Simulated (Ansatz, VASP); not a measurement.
## Ni, level by level in two programs

```xyz
1
Lattice="0.0000 1.7376 1.7376 1.7376 0.0000 1.7376 1.7376 1.7376 0.0000" Properties=species:S:1:pos:R:3 pbc="T T T"
Ni    0.0000    0.0000    0.0000
```

Single points on this cell with VASP 6.6.1 and Ansatz 0.2.0. Each row is one pair of runs. Alike in all rows: Ansatz's potentials, cutoff: Ansatz PAW, 420 eV.

```csv
level,spin,k mesh,smearing,"VASP's potentials, cutoff","pressure (GPa), VASP","pressure (GPa), Ansatz","net moment per atom (μB), VASP","net moment per atom (μB), Ansatz"
PBEsol,"collinear, typed start",11 × 11 × 11,"fermi-dirac, width 0.05 eV","VASP PAW PBE potentials, release 64 (Ni_sv_GW), 590 eV",23.6,27.6,2.00,2.00
PBE,"collinear, zero start",11 × 11 × 11,"fermi-dirac, width 0.05 eV","VASP PAW PBE potentials, release 64 (Ni), 520 eV",6.9,7.0,0.00,0.00
PBE,"collinear, typed start",11 × 11 × 11,"fermi-dirac, width 0.05 eV","VASP PAW PBE potentials, release 64 (Ni), 520 eV",7.0,7.1,0.20,0.20
PBE,"collinear, typed start",13 × 13 × 13,"gaussian, width 0.015 eV","VASP PAW PBE potentials, release 64 (Ni), 520 eV",7.7,8.0,0.62,0.64
PBE,"collinear, typed start",13 × 13 × 13,"gaussian, width 0.017 eV","VASP PAW PBE potentials, release 64 (Ni), 520 eV",7.8,8.0,0.62,0.64
PBE,"collinear, typed start",13 × 13 × 13,"gaussian, width 0.018 eV","VASP PAW PBE potentials, release 64 (Ni), 520 eV",7.8,8.0,0.62,0.64
PBE,"collinear, typed start",13 × 13 × 13,"gaussian, width 0.019 eV","VASP PAW PBE potentials, release 64 (Ni), 520 eV",7.8,8.0,0.62,0.64
PBE,"collinear, typed start",13 × 13 × 13,"gaussian, width 0.02 eV","VASP PAW PBE potentials, release 64 (Ni), 520 eV",7.5,8.0,0.62,0.64
```

Pressure (GPa): the two programs differ by at most 4.07; net moment per atom (μB): the two programs differ by at most 0.018.

VASP's potentials hold 10 valence electrons a cell and Ansatz's 18 in some rows, so a difference there can come from the potentials and not from the codes.
